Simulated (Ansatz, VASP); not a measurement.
**SiO2 in VASP and in Ansatz**

```
Si O
1.0
     4.92887    0.00000    0.00000
     0.00000    4.92887    0.00000
     0.00000    0.00000    6.84503
Si O
4 8
Direct
  0.30246 0.30246 0.00000
  0.19754 0.80246 0.25000
  0.69754 0.69754 0.50000
  0.80246 0.19754 0.75000
  0.23817 0.10927 0.18145
  0.39073 0.73817 0.43145
  0.76183 0.89073 0.68145
  0.60927 0.26183 0.93145
  0.73817 0.39073 0.56855
  0.89073 0.76183 0.31855
  0.26183 0.60927 0.06855
  0.10927 0.23817 0.81855
```

Alike in both runs: task single point; functional r2SCAN; k mesh 4 × 4 × 4; no spin polarisation.

```csv
,VASP,Ansatz
version,VASP 6.6.1,Ansatz 0.2.0
potentials or method,"VASP PAW PBE potentials, release 64 (Si, O)","plane waves, PAW"
plane-wave cutoff (eV),520,500
occupations,"gaussian, width 0.01 eV",fixed
valence electrons in the cell,64,64
```

|  | VASP | Ansatz | Ansatz less VASP |
| --- | --- | --- | --- |
| gap on the k mesh at the Fermi level (eV) | 6.51 | 6.51 | 0.000 |
| pressure (GPa) | 6.0 | 5.8 | -0.21 |
| rms of the force components (eV/Å) | 0.170 | 0.169 | -0.0004 |

VASP's potentials were made for PBE, not for r2SCAN. Atom by atom the forces differ by 0.010 eV/Å (rms over components).
